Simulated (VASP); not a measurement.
Here is a VASP 6.6.1 calculation.

Contents of INCAR:

```
PREC = Accurate ; ENCUT = 520
EDIFF = 1E-7 ; ISMEAR = -1
SIGMA = 0.05 ; LREAL = False
LASPH = True ; NELM = 60
ALGO = Normal ; ISIF = 2
LWAVE = False ; LCHARG = False
GGA = CA ; NBANDS = 8
```

The input KPOINTS:

```
regular mesh
0
Gamma
  17 17 17
```

POSCAR

```
P
1.0
   -1.5032544752      1.5032544752      1.5032544752
    1.5032544752     -1.5032544752      1.5032544752
    1.5032544752      1.5032544752     -1.5032544752
P
1
Direct
    0.0000000000      0.0000000000      0.0000000000
```

Potentials or basis: VASP PAW LDA potentials, release 64 (P).

Command:

```console
$ cat potpaw_LDA.64/P/POTCAR > POTCAR
$ mpirun -np 1 vasp_std > vasp.out
```

Task: Predict the pressure.

Result: -0.1 GPa.
